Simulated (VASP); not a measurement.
Wanted: the native input for a VASP 6.6.1 run.

```yaml
Task: single point
Functional: PBE
Potentials_or_basis: VASP PAW PBE potentials, release 64 (Ir)
Cutoff: 500 eV
k_mesh: 12 × 12 × 12
Occupations: fermi-dirac, width 0.05 eV
Spin: no spin polarisation
Dipole_correction: no
Further_INCAR_settings: ALGO = Normal; EDIFF = 1e-06; NBANDS = 10
```

The structure of Ir lies in POSCAR:

```
Ir
1.0
    0.0000000000      1.8764951499      1.8764951499
    1.8764951499      0.0000000000      1.8764951499
    1.8764951499      1.8764951499      0.0000000000
Ir
1
Direct
    0.0000000000      0.0000000000      0.0000000000
```

These files were run (other wordings do the same):

INCAR

```
ALGO     = Normal         # electronic algorithm
EDIFF    = 1E-6           # SCF threshold, eV
ENCUT    = 500            # plane-wave cutoff, eV
GGA      = PE             # functional
GGA_COMPAT= F            
ISIF     = 2              # what is computed and relaxed
ISMEAR   = -1             # smearing method
LASPH    = T              # aspherical terms in the spheres
LCHARG   = F              # write CHGCAR
LREAL    = F              # projectors in reciprocal space
LWAVE    = F              # write WAVECAR
NBANDS   = 10             # bands
NELM     = 120            # most SCF steps
PREC     = Accurate       # precision mode
SIGMA    = 0.05           # smearing width, eV
```

KPOINTS

```
k-points
0
Gamma
  12 12 12
```

Potentials or basis: VASP PAW PBE potentials, release 64 (Ir).

The run is started by

```console
$ cat potpaw_PBE.64/Ir/POTCAR > POTCAR
$ mpirun -np 1 vasp_std > vasp.out
```

It gave:

The pressure is 41.3 GPa.

Wall time 5.5 s on 1 thread of AMD EPYC 9R45 96-Core Processor (Zen 5), on a shared host, peak memory 0.1 GiB.
